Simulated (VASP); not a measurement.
The system is Hf.

```
Hf
1.0
     0.00000    2.22000    2.22000
     2.22000    0.00000    2.22000
     2.22000    2.22000    0.00000
Hf
1
Cartesian
  0.0000 0.0000 0.0000
```

This isn't the form of Hf at room conditions, which is hcp.

```yaml
Program: VASP 6.6.1
Task: relaxation of cell and atoms
Functional: B3LYP
Potentials_or_basis: VASP PAW PBE potentials, release 64 (Hf_pv)
Cutoff: 600 eV
k_mesh: 5 × 5 × 5
Occupations: fermi-dirac, width 0.05 eV
Spin: no spin polarisation
```

At the start: pressure 4.5 GPa; volume 21.88 Å³/atom.

Q: Where does the relaxation end?

A: Over 4 steps the energy falls by 12.4 meV/atom and the volume is 22.76 Å³/atom (+4.0 %); space group Fm-3m (No. 225, to 0.1 Å) before and after.

The path:
```csv
step,energy change (eV),largest force (eV/Å),pressure (GPa),volume (Å³)
1,0.0000,0.0000,4.49,21.88
2,0.0047,0.0000,-4.72,23.88
3,-0.0124,0.0000,-0.11,22.78
4,-0.0124,0.0000,0.01,22.76
```

Final structure:
```
Hf
1.0
     0.00000    2.24918    2.24918
     2.24918    0.00000    2.24918
     2.24918    2.24918    0.00000
Hf
1
Cartesian
  0.0000 0.0000 0.0000
```

Caveat: the k points lie up to 0.48 Å⁻¹ apart in the final cell, too coarse for converged energies and pressures of a metal; the PAW data sets were made with another functional, which shifts forces and pressure a little.
